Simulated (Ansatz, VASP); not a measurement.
Si4Cl: VASP beside Ansatz

```
Si Cl
1.0
    -2.91175    2.91175    2.91175
     2.91175   -2.91175    2.91175
     2.91175    2.91175   -2.91175
Si Cl
4 1
Cartesian
  1.4559 1.4559 -1.4559
  1.4559 -1.4559 1.4559
  -1.4559 1.4559 1.4559
  1.4559 1.4559 1.4559
  0.0000 0.0000 0.0000
```

Change from the starting cell: species swapped into the CrGa4 type (Im-3m, No. 229).

Alike in both runs: functional PBE; k mesh 4 × 4 × 4; occupations gaussian, width 0.2 eV; no spin polarisation.

Ansatz relaxed the structure, and its values are those at the end. VASP's run is a single point on that final structure, the one shown.

|  | VASP | Ansatz |
| --- | --- | --- |
| version | VASP 6.6.1 | Ansatz 0.2.0 |
| potentials or method | VASP PAW PBE potentials, release 64 (Si, Cl), cutoff 500 eV | scalar-relativistic, plane waves, PAW |
| valence electrons in the cell | 23 | 23 |

|  | VASP | Ansatz | Ansatz less VASP |
| --- | --- | --- | --- |
| gap on the k mesh at the Fermi level (eV) | none | none | - |
| pressure (GPa) | 0.3 | 0.2 | -0.10 |

A gap of «none» marks a metal or a gap that the smearing closes.

The k mesh is coarse, so the values compare programs but aren't converged.
